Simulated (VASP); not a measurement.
# Au2Br (P6/mmm) in VASP: a series of runs

The runs below take Au2Br through relaxation of cell and atoms, single point, with PBE.

Program: VASP 6.6.1. These are calculated values, not measurements. Logs are shortened: lines on timing, memory, paths and dates and some standing lists are left out, and cuts for length are marked.

### Step 1. The cell of the first run

Symmetry: P6/mmm, No. 191, hexagonal system. The conventional cell has a = 4.650 Å, b = 4.650 Å, c = 3.709 Å, α = 90.00°, β = 90.00°, γ = 120.00°. Within 3.5 Å of Au (site symmetry -6m2) lie 3 Au at 2.68 Å and 6 Br at 3.26 Å. Within 4.3 Å of Br (site symmetry 6/mmm) lie 12 Au at 3.26 Å and 2 Br at 3.71 Å.

### Step 2. Relaxation of cell and atoms, PBE

INCAR reads:

```
PREC     = Accurate       # precision mode
ENCUT    = 600            # plane-wave cutoff, eV
EDIFF    = 1E-7           # SCF threshold, eV
ISMEAR   = 0              # smearing method
SIGMA    = 0.1            # smearing width, eV
LREAL    = False          # projectors in reciprocal space
LASPH    = True           # aspherical terms in the spheres
NELM     = 60             # most SCF steps
ALGO     = Normal         # electronic algorithm
ISIF     = 3              # what is computed and relaxed
LWAVE    = False          # write WAVECAR
LCHARG   = False          # write CHGCAR
GGA      = PE             # functional
IBRION   = 2              # ionic algorithm
NSW      = 90             # ionic steps
EDIFFG   = -0.04          # ionic threshold
```

KPOINTS reads:

```
regular mesh
0
Gamma
  6 6 6
```

POSCAR reads:

```
Au2Br
1.0
    4.6497269086      0.0000000000      0.0000000000
   -2.3248634543      4.0267816235      0.0000000000
    0.0000000000      0.0000000000      3.7093635305
Au Br
2 1
Direct
    0.3333333333      0.6666666667      0.5000000000
    0.6666666667      0.3333333333      0.5000000000
    0.0000000000      0.0000000000      0.0000000000
```

Potentials or basis: VASP PAW PBE potentials, release 64 (Au, Br).

Started as:

```bash
> cat potpaw_PBE.64/Au/POTCAR potpaw_PBE.64/Br/POTCAR > POTCAR
> mpirun -np 1 vasp_std > vasp.out
```

OUTCAR:

```text
PREC = Accurate
   ENCUT = 600
   EDIFF = 1E-7
   ISMEAR = 0
   LREAL = False
   LASPH = True
   NELM = 60
   ISIF = 3
   GGA = PE
   IBRION = 2
   NSW = 90
   EDIFFG = -0.04

 ion  position               nearest neighbor table
   1  0.333  0.667  0.500-   2 2.68   2 2.68   2 2.68
   2  0.667  0.333  0.500-   1 2.68   1 2.68   1 2.68
   3  0.000  0.000  0.000-

  LATTYP: Found a hexagonal cell.
 ALAT       =     4.6497269086
 C/A-ratio  =     0.7977594391

  Lattice vectors:

 A1 = (   4.6497269086,   0.0000000000,   0.0000000000)
 A2 = (  -2.3248634543,   4.0267816235,   0.0000000000)
 A3 = (   0.0000000000,   0.0000000000,   3.7093635305)

Analysis of symmetry for initial positions (statically):
=====================================================================
 Subroutine PRICEL returns:
 Original cell was already a primitive cell.

 Routine SETGRP: Setting up the symmetry group for a
 hexagonal supercell.

 Subroutine GETGRP returns: Found 24 space group operations
 (whereof 24 operations were pure point group operations)
 out of a pool of 24 trial point group operations.

The static configuration has the point symmetry D_6h.

Analysis of symmetry for dynamics (positions and initial velocities):
=====================================================================
 Subroutine PRICEL returns:
 Original cell was already a primitive cell.

 Routine SETGRP: Setting up the symmetry group for a
 hexagonal supercell.

 Subroutine GETGRP returns: Found 24 space group operations
 (whereof 24 operations were pure point group operations)
 out of a pool of 24 trial point group operations.

The dynamic configuration has the point symmetry D_6h.

 Subroutine INISYM returns: Found 24 space group operations
 (whereof 24 operations are pure point group operations),
 and found     1 'primitive' translations

----------------------------------------------------------------------------------------

                                     Primitive cell

  volume of cell :      69.4520

  direct lattice vectors                    reciprocal lattice vectors
     4.649726909  0.000000000  0.000000000     0.215066394  0.124168641  0.000000000
    -2.324863454  4.026781623  0.000000000     0.000000000  0.248337281  0.000000000
     0.000000000  0.000000000  3.709363531     0.000000000  0.000000000  0.269588028

  length of vectors
     4.649726909  4.649726909  3.709363531     0.248337281  0.248337281  0.269588028

  position of ions in fractional coordinates (direct lattice)
     0.333333333  0.666666667  0.500000000
     0.666666667  0.333333333  0.500000000
     0.000000000  0.000000000  0.000000000

  ion indices of the primitive-cell ions
   primitive index   ion index
                 1           1
                 2           2
                 3           3

----------------------------------------------------------------------------------------

 KPOINTS: regular mesh

Automatic generation of k-mesh.
 Grid dimensions read from file:
 generate k-points for:    6    6    6

 Generating k-lattice:

  Cartesian coordinates                     Fractional coordinates (reciprocal lattice)
     0.035844399  0.020694773  0.000000000     0.166666667 -0.000000000  0.000000000
     0.000000000  0.041389547  0.000000000     0.000000000  0.166666667  0.000000000
     0.000000000  0.000000000  0.044931338     0.000000000  0.000000000  0.166666667

  Length of vectors
     0.041389547  0.041389547  0.044931338

  Shift w.r.t. Gamma in fractional coordinates (k-lattice)
     0.000000000  0.000000000  0.000000000

 Subroutine IBZKPT returns following result:
 ===========================================

 Found     28 irreducible k-points:

 Following reciprocal coordinates:
            Coordinates               Weight
  0.000000  0.000000  0.000000      1.000000
  0.166667  0.000000  0.000000      6.000000
  0.333333  0.000000  0.000000      6.000000
  0.500000  0.000000  0.000000      3.000000
  0.166667  0.166667  0.000000      6.000000
  0.333333  0.166667  0.000000     12.000000
[... 16 lines left out ...]
  0.166667  0.000000  0.500000      6.000000
  0.333333  0.000000  0.500000      6.000000
 [... further k-points ...]
   k-points           NKPTS =     28   k-points in BZ     NKDIM =     28   number of bands    NBANDS=     18
   number of dos      NEDOS =    301   number of ions     NIONS =      3
   total plane-waves  NPLWV =  48000
   dimension x,y,z NGX =    40 NGY =   40 NGZ =   30
   dimension x,y,z NGXF=    80 NGYF=   80 NGZF=   60
   ions per type =               2   1
   NGX,Y,Z   is equivalent  to a cutoff of  14.30, 14.30, 13.45 a.u.
   NGXF,Y,Z  is equivalent  to a cutoff of  28.60, 28.60, 26.89 a.u.
 SYSTEM =  unknown system
   PREC   = accura    normal or accurate (medium, high low for compatibility)
   ISTART =      0    job   : 0-new  1-cont  2-samecut
   ICHARG =      2    charge: 1-file 2-atom 10-const
   ISPIN  =      1    spin polarized calculation?
   LNONCOLLINEAR =      F non collinear calculations
   LSORBIT =      F    spin-orbit coupling
   LASPH  =      T    aspherical Exc in radial PAW
   ENCUT  =  600.0 eV  44.10 Ry    6.64 a.u.   9.29  9.29  7.41*2*pi/ulx,y,z
   NELM   =     60;   NELMIN=  2; NELMDL= -5     # of ELM steps
   EDIFF  = 0.1E-06   stopping-criterion for ELM
   LREAL  =      F    real-space projection
   EDIFFG = -.4E-01   stopping-criterion for IOM
   NSW    =     90    number of steps for IOM
   IBRION =      2    ionic relax: 0-MD 1-quasi-New 2-CG
   NFREE  =      1    steps in history (QN), initial steepest desc. (CG)
   ISIF   =      3    stress and relaxation
   ISYM   =      2    0-nonsym 1-usesym 2-fastsym
   POTIM  = 0.5000    time-step for ionic-motion
   TEBEG  =    0.0;   TEEND  =   0.0 temperature during run
   PSTRESS=    0.0 pullay stress
   NELECT =      29.0000    total number of electrons
   NUPDOWN=      -1.0000    fix difference up-down
   EMIN   =  10.00;   EMAX   =-10.00  energy-range for DOS
   EFERMI =   0.00;   METHOD = LEGACY
   ISMEAR =     0;   SIGMA  =   0.10  broadening in eV -4-tet -1-fermi 0-gaus
   EFERMI_NEDOS =   21; number of points for ismear=-14 and -15
   IALGO  =     38    algorithm
   IMIX   =      4    mixing-type and parameters
     AMIX     =   0.40;   BMIX     =  1.00
     AMIX_MAG =   1.60;   BMIX_MAG =  1.00
  volume/ion in A,a.u.               =      23.15       156.23
  Fermi-wavevector in a.u.,A,eV,Ry     =   1.223618  2.312303 20.371201  1.497241
  Thomas-Fermi vector in A             =   2.358722
   LORBIT       =      0    0 simple, 1 ext, 2 COOP (PROOUT), +10 PAW based schemes
   GGA     = PE    functional components
   LHFCALC =     F    Hartree Fock is set to
   AEXX    =    0.0000 exact exchange contribution
   IVDW    =     0    specifies the selected vdW correction
   LEPSILON=     F    determine dielectric tensor
   LRPA    =     F    only Hartree local field effects (RPA)
 conjugate gradient relaxation of ions
 non-spin polarized calculation
 Gauss-broadening in eV      SIGMA  =   0.10
  energy-cutoff  :      600.00
  volume of cell :       69.45
 maximum number of plane-waves:      2354
 NGX is ok and might be reduce to    40
   NGX = 19   NGY = 19   NGZ = 15

--------------------------------------- Ionic step        1  -------------------------------------------

 number of electron      28.9999998 magnetization

 Free energy of the ion-electron system (eV)
  ---------------------------------------------------
  ext. energy  EPLUGINS =         0.00000000
  ---------------------------------------------------
  free energy    TOTEN  =        -6.73181815 eV

  energy without entropy =       -6.72794871  energy(sigma->0) =       -6.72988343

------------------------ aborting loop because EDIFF is reached ----------------------------------------

  FORCE on cell =-STRESS in cart. coord.  units (eV):
  Direction    XX          YY          ZZ          XY          YZ          ZX
  --------------------------------------------------------------------------------------
  -------------------------------------------------------------------------------------
  Total        0.2407195      0.2407195     -0.2184868      0.0000000     -0.0000000      0.0000000
  in kB        5.5531182      5.5531182     -5.0402359      0.0000000     -0.0000000      0.0000000
  external PRESSURE =       2.0220001 kB  Pullay stress =       0.0000000 kB
[... 133 lines left out ...]
  energy  without entropy=       -6.7314131432  energy(sigma->0) =       -6.73316794

--------------------------------------- Ionic step        5  -------------------------------------------

 number of electron      29.0000001 magnetization

 Free energy of the ion-electron system (eV)
  ---------------------------------------------------
  ext. energy  EPLUGINS =         0.00000000
  ---------------------------------------------------
  free energy    TOTEN  =        -6.73720642 eV

  energy without entropy =       -6.73413081  energy(sigma->0) =       -6.73566862

 E-fermi :   4.8664     XC(G=0): -10.5734

 val. band max:        4.7113920652   @ k =   0.3333   0.1667   0.0000
 cond. band min:       4.8890828740   @ k =   0.3333   0.0000   0.5000
 fundamental gap:      0.1776908088
 Fermi energy:         4.8664306453

 k-point     1 :       0.0000    0.0000    0.0000
  band No.  band energies     occupation
      1     -10.4329      2.00000
      2      -0.1951      2.00000
      3       0.2692      2.00000
      4       0.2692      2.00000
      5       1.0776      2.00000
      6       1.0893      2.00000
[... 10 lines left out ...]
     17       9.0761      0.00000
     18       9.9218      0.00000
[... 466 lines left out ...]
      2      -0.8536      2.00000
      3       0.0161      2.00000
      4       0.0507      2.00000
      5       0.4175      2.00000
      6       0.5110      2.00000
[... 10 lines left out ...]
     17       8.6383      0.00000
     18       8.8234      0.00000

 [... further k-points ...]

------------------------ aborting loop because EDIFF is reached ----------------------------------------

  FORCE on cell =-STRESS in cart. coord.  units (eV):
  Direction    XX          YY          ZZ          XY          YZ          ZX
  --------------------------------------------------------------------------------------
  -------------------------------------------------------------------------------------
  Total       -0.0180928     -0.0180928     -0.0782739      0.0000000      0.0000000      0.0000000
  in kB       -0.4221784     -0.4221784     -1.8264464      0.0000000      0.0000000      0.0000000
  external PRESSURE =      -0.8902677 kB  Pullay stress =       0.0000000 kB
[... 18 lines left out ...]
  FREE ENERGIE OF THE ION-ELECTRON SYSTEM (eV)
  ---------------------------------------------------
  free  energy   TOTEN  =        -6.7372064205 eV

  energy  without entropy=       -6.7341308150  energy(sigma->0) =       -6.73566862

 reached required accuracy - stopping structural energy minimisation
```

It took 2.7 min on 1 thread of Oxide Virtual Turin-like, shared host; peak memory 0.2 GiB.

Results:

| Property | Result |
| --- | --- |
| Free energy | -6.7372 eV |
| Relaxed volume | 22.89 Å³/atom |
| Relaxed cell | a = 4.683 Å, b = 4.683 Å, c = 3.615 Å, α = 90.00°, β = 90.00°, γ = 120.00° |
| Space group after relaxing (to 0.05 Å) | P6/mmm (No. 191) |
| Energy gained by relaxing | 1.8 meV/atom |
| Ionic steps | 5 |
| Pressure after relaxing | -0.1 GPa |

The path:
```csv
step,energy change (eV),largest force (eV/Å),pressure (GPa),volume (Å³)
1,0.0000,0.0000,0.20,69.45
2,-0.0016,0.0000,-0.31,69.74
3,-0.0017,0.0000,-0.43,69.83
4,-0.0031,0.0000,-0.35,69.50
5,-0.0054,0.0000,-0.09,68.66
```

Final structure:
```yaml
crystal:
  lattice:
    - [4.68311, 0.00000, 0.00000]
    - [-2.34156, 4.05569, 0.00000]
    - [0.00000, 0.00000, 3.61510]
  atoms:
    - { symbol: Au, position: [0.33333, 0.66667, 0.50000] }
    - { symbol: Au, position: [0.66667, 0.33333, 0.50000] }
    - { symbol: Br, position: [0.00000, 0.00000, 0.00000] }
```

Caveat: spin-orbit coupling is left out, which moves the levels of the heavy elements; an odd number of electrons without spin polarisation forces a metal; a magnetic or distorted state may lie lower.

### Step 3. Single point, PBE

This run uses another cell than the first one, of 23.08 Å³/atom, 0.997 times its volume.

INCAR reads:

```
ALGO     = Normal         # electronic algorithm
EDIFF    = 1E-7           # SCF threshold, eV
ENCUT    = 520            # plane-wave cutoff, eV
GGA      = PE             # functional
ISIF     = 2              # what is computed and relaxed
ISMEAR   = 0              # smearing method
LASPH    = T              # aspherical terms in the spheres
LCHARG   = F              # write CHGCAR
LREAL    = F              # projectors in reciprocal space
LWAVE    = F              # write WAVECAR
NBANDS   = 22             # bands
NELM     = 60             # most SCF steps
PREC     = Accurate       # precision mode
SIGMA    = 0.1            # smearing width, eV
```

KPOINTS reads:

```
k-points
0
Gamma
  12 12 12
```

POSCAR reads:

```
Au2Br
1.0
    4.6682327954      0.0000000000      0.0000000000
   -2.3341163977      4.0428081916      0.0000000000
    0.0000000000      0.0000000000      3.6684916841
Au Br
2 1
Direct
    0.3333333333      0.6666666667      0.5000000000
    0.6666666667      0.3333333333      0.5000000000
    0.0000000000      0.0000000000      0.0000000000
```

Potentials or basis: VASP PAW PBE potentials, release 64 (Au, Br).

Started as:

```bash
> cat potpaw_PBE.64/Au/POTCAR potpaw_PBE.64/Br/POTCAR > POTCAR
> mpirun -np 1 vasp_std > vasp.out
```

Wall time 3.4 min (1 thread of Oxide Virtual Turin-like, shared host); peak memory 0.28 GiB.

Results (log left out):

```yaml
Free_energy: -6.7288 eV
Pressure: -0.1 GPa
```

Levels at points of the mesh, in eV from the Fermi level:
```tsv
k point	band 12	band 13	band 14	band 15	band 16	band 17	band 18	band 19
(0.00, 0.00, 0.00)	-2.12	-2.08	-1.25	-1.25	4.36	4.36	5.24	7.57
(0.50, 0.00, 0.00)	-1.86	-1.64	-1.07	-0.84	1.51	5.81	6.89	8.00
(0.00, 0.00, 0.50)	-1.68	-0.93	-0.93	0.14	1.45	6.98	6.98	7.22
(0.50, 0.00, 0.50)	-1.81	-1.71	-1.27	-0.42	2.22	3.37	3.97	5.59
```

Caveat: spin-orbit coupling is left out, which moves the levels of the heavy elements; an odd number of electrons without spin polarisation forces a metal; a magnetic or distorted state may lie lower.

### Step 4. Relaxation of cell and atoms, PBE

This run uses another cell than the first one, of 22.96 Å³/atom, 0.992 times its volume.

INCAR reads:

```
PREC = Accurate
ENCUT = 600
EDIFF = 1E-7
ISMEAR = 0
SIGMA = 0.1
LREAL = False
LASPH = True
NELM = 80
ALGO = Normal
ISIF = 3
LWAVE = False
LCHARG = False
GGA = PE
IBRION = 2
NSW = 100
EDIFFG = -0.01
```

KPOINTS reads:

```
Automatic mesh
0
Gamma
  12 12 12
```

POSCAR reads:

```
Au2Br
1.0
    4.6872178033      0.0000000000      0.0000000000
   -2.3436089016      4.0592496907      0.0000000000
    0.0000000000      0.0000000000      3.6207933667
Au Br
2 1
Direct
    0.3333333333      0.6666666667      0.5000000000
    0.6666666667      0.3333333333      0.5000000000
    0.0000000000      0.0000000000      0.0000000000
```

Started as:

```bash
> cat potpaw_PBE.64/Au/POTCAR potpaw_PBE.64/Br/POTCAR > POTCAR
> mpirun -np 1 vasp_std > vasp.out
```

It took 14 min on 1 thread of Oxide Virtual Turin-like, shared host; peak memory 0.33 GiB.

Results (log left out):

* Free energy: -6.7287 eV
* Relaxed volume: 23.04 Å³/atom
* Relaxed cell: a = 4.667 Å, b = 4.667 Å, c = 3.664 Å, α = 90.00°, β = 90.00°, γ = 120.00°
* Space group after relaxing (to 0.05 Å): P6/mmm (No. 191)
* Energy gained by relaxing: 0.3 meV/atom
* Ionic steps: 7
* Pressure after relaxing: 0.0 GPa

Step by step:
```csv
step,energy change (eV),largest force (eV/Å),pressure (GPa),volume (Å³)
1,0.0000,0.0000,-0.23,68.89
2,-0.0004,0.0000,0.19,68.56
3,-0.0004,0.0000,0.12,68.62
4,-0.0006,0.0000,0.10,68.71
5,-0.0010,0.0000,0.05,68.98
6,-0.0007,0.0000,-0.04,69.52
7,-0.0010,0.0000,0.02,69.13
```

Final structure:
```
CELL_PARAMETERS angstrom
4.66733 0.00000 0.00000
-2.33367 4.04203 0.00000
0.00000 0.00000 3.66445
ATOMIC_POSITIONS crystal
Au 0.33333 0.66667 0.50000
Au 0.66667 0.33333 0.50000
Br 0.00000 0.00000 0.00000
```

Levels at points of the mesh, in eV from the Fermi level:
```csv
k point,band 13,band 14,band 15,band 16,band 17,band 18
"(0.00, 0.00, 0.00)",-2.08,-1.25,-1.25,4.36,4.36,5.24
"(0.50, 0.00, 0.00)",-1.65,-1.07,-0.84,1.51,5.81,6.89
"(0.00, 0.00, 0.50)",-0.93,-0.93,0.14,1.45,6.98,6.98
"(0.50, 0.00, 0.50)",-1.71,-1.27,-0.42,2.23,3.36,3.97
```

Caveat: spin-orbit coupling is left out, which moves the levels of the heavy elements; an odd number of electrons without spin polarisation forces a metal; a magnetic or distorted state may lie lower.

### Step 5. Summary

| task | cell | k mesh | cutoff (eV) | gap on the mesh (eV) | pressure (GPa) | relaxed volume (Å³/atom) |
| --- | --- | --- | --- | --- | --- | --- |
| relaxation of cell and atoms | relaxed from a = 4.650, b = 4.650, c = 3.709 Å, angles 90.0, 90.0, 120.0°, 3 atoms | 6 × 6 × 6 | 600 | none | -0.1 | 22.89 |
| single point | a = 4.668, b = 4.668, c = 3.668 Å, angles 90.0, 90.0, 120.0°, 3 atoms | 12 × 12 × 12 | 520 | none | -0.1 | - |
| relaxation of cell and atoms | relaxed from a = 4.687, b = 4.687, c = 3.621 Å, angles 90.0, 90.0, 120.0°, 3 atoms | 12 × 12 × 12 | 600 | none | 0.0 | 23.04 |

Alike in all rows: level PBE; potentials or basis VASP PAW PBE potentials, release 64 (Au, Br); no spin polarisation; smearing gaussian 0.1 eV.

Caveats: spin-orbit coupling is left out, which moves the levels of the heavy elements; an odd number of electrons without spin polarisation forces a metal; a magnetic or distorted state may lie lower.

Total energies depend on the potentials used, so only differences within one code and one set of settings carry meaning.
